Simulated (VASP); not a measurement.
Zn:

```
Zn
1.0
     2.61436    0.00000    0.00000
    -1.30718    2.26410    0.00000
     0.00000    0.00000    4.87316
Zn
2
Direct
  0.33333 0.66667 0.25000
  0.66667 0.33333 0.75000
```

* Program: VASP 6.6.1
* Task: relaxation of cell and atoms
* Functional: PBEsol
* Potentials or basis: VASP PAW PBE potentials, release 64 (Zn)
* Cutoff: 600 eV
* k mesh: 15 × 15 × 8
* Occupations: gaussian, width 0.1 eV
* Spin: no spin polarisation

At the start: pressure -1.0 GPa; volume 14.42 Å³/atom.

Task: Where does the relaxation end?

Result: Over 9 steps the energy falls by 2.5 meV/atom and the volume is 14.35 Å³/atom (-0.5 %); space group P6_3/mmc (No. 194, to 0.1 Å) before and after.

The path:
| step | energy change (eV) | largest force (eV/Å) | pressure (GPa) | volume (Å³) |
| --- | --- | --- | --- | --- |
| 1 | 0.0000 | 0.0000 | -0.98 | 28.85 |
| 2 | -0.0044 | 0.0000 | 0.61 | 28.48 |
| 3 | -0.0044 | 0.0000 | 0.53 | 28.48 |
| 4 | -0.0050 | 0.0000 | 0.15 | 28.64 |
| 5 | -0.0050 | 0.0000 | -0.06 | 28.72 |
| 6 | -0.0050 | 0.0000 | 0.08 | 28.70 |
| 7 | -0.0050 | 0.0000 | -0.06 | 28.71 |
| 8 | -0.0050 | 0.0000 | -0.01 | 28.70 |
| 9 | -0.0050 | 0.0000 | 0.00 | 28.70 |

Final structure:
```cif
data_structure
_symmetry_space_group_name_H-M 'P 1'
_symmetry_Int_Tables_number 1
_cell_length_a 2.5915
_cell_length_b 2.5915
_cell_length_c 4.9338
_cell_angle_alpha 90.000
_cell_angle_beta 90.000
_cell_angle_gamma 120.000
_cell_volume 28.70
loop_
_atom_site_label
_atom_site_type_symbol
_atom_site_fract_x
_atom_site_fract_y
_atom_site_fract_z
_atom_site_occupancy
Zn1 Zn 0.33333 0.66667 0.25000 1
Zn2 Zn 0.66667 0.33333 0.75000 1
```

Caveat: the PAW data sets were made with another functional, which shifts forces and pressure a little.
